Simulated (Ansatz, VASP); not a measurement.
# Mg2ZnSe2S: VASP beside Ansatz

```
Mg Zn Se S
1.0
     4.82424    0.00000    0.00000
    -2.41212    4.17792    0.00000
     0.00000    0.00000    9.85943
Mg Zn Se S
2 1 2 1
Direct
  0.33333 0.66667 0.00000
  0.66667 0.33333 0.00000
  0.00000 0.00000 0.50000
  0.00000 0.00000 0.26466
  0.00000 0.00000 0.73534
  0.00000 0.00000 0.00000
```

Alike in both runs: task relaxation of cell and atoms; functional PBE; k mesh 12 × 12 × 4; occupations gaussian, width 0.1 eV; no spin polarisation.

|  | VASP | Ansatz |
| --- | --- | --- |
| version | VASP 6.6.1 | Ansatz 0.2.0 |
| potentials or method | VASP PAW PBE potentials, release 64 (Mg, Zn, Se, S), cutoff 600 eV | scalar-relativistic, plane waves, PAW |
| valence electrons in the cell | 34 | 70 |

```csv
,VASP,Ansatz,Ansatz less VASP
"gap on the k mesh at the Fermi level, each at its own relaxed structure (eV)",none,none,-
relaxed volume (Å³/atom),33.20,33.22,+0.018
relaxed cell length with the largest relative difference (Å),9.628,9.620,-0.0079
```

A gap of «none» marks a metal or a gap that the smearing closes. VASP's potentials hold 34 valence electrons a cell and Ansatz's 70, so a difference there can come from the potentials and not from the codes.
